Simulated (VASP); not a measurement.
Write the native input for VASP 6.6.1 that does the following.

```
Task                   : single point
Functional             : PBE
Potentials or basis    : VASP PAW PBE potentials, release 64 (O, H, F)
Cutoff                 : 520 eV
k mesh                 : 1 × 1 × 1
Occupations            : fermi-dirac, width 0.02 eV
Spin                   : no spin polarisation
Dipole correction      : no
Further INCAR settings : ALGO = Normal; EDIFF = 1e-07; NBANDS = 33
```

The structure of H9O4F lies in POSCAR:

```
H9O4F
1.0
    5.5331330000      0.0000000000      0.0000000000
    0.0000000000      5.5331330000      0.0000000000
    0.0000000000      0.0000000000      5.5331330000
O H F
4 9 1
Direct
    0.3015289891      0.3119751504      0.6497584641
    0.0736110988     -0.0067050620      0.0664903591
    0.6024434981     -0.1590238297     -0.1827174586
    1.0691953365      0.7630758198      0.4460402452
    0.2642806526      0.2836187021      0.4905358321
    0.3329397649      0.1429027641      0.6763799099
    0.1378604129     -0.0851777826     -0.0685145287
    0.0654059825     -0.1301251931      0.1876513722
    0.6741930837     -0.0308143686     -0.0779486052
    0.6834102849     -0.3269034017     -0.1779100557
    0.9657819539      0.7490873615      0.5773040337
    1.2402196007      0.7208935697      0.5015964735
    0.1310288403      0.4297926690      0.8352953020
   -0.0091810553      0.5175006637      0.8984421665
```

These files were run (other wordings do the same):

INCAR

```
SYSTEM = H9O4F
ALGO = Normal
EDIFF = 1E-7
ENCUT = 520
GGA = PE
ISIF = 2
ISMEAR = -1
LASPH = .True.
LCHARG = .False.
LREAL = .False.
LWAVE = .False.
NBANDS = 33
NELM = 100
PREC = Accurate
SIGMA = 0.02
```

KPOINTS

```
k-points
0
Gamma
  1 1 1
  0 0 0
```

Potentials or basis: VASP PAW PBE potentials, release 64 (O, H, F).

Command:

```bash
$ cat potpaw_PBE.64/O/POTCAR potpaw_PBE.64/H/POTCAR potpaw_PBE.64/F/POTCAR > POTCAR
$ mpirun -np 1 vasp_gam > vasp.out
```

It gave:

- Pressure: 2.6 GPa
- Largest force: 4.148 eV/Å

Caveat: the k points lie up to 1.14 Å⁻¹ apart, too coarse for converged energies, forces and pressures; the atoms stand as in a frame of molecular dynamics.

It took 30 s on 1 thread of Intel Xeon 8259CL, with other jobs on the host, peak memory 0.23 GiB.
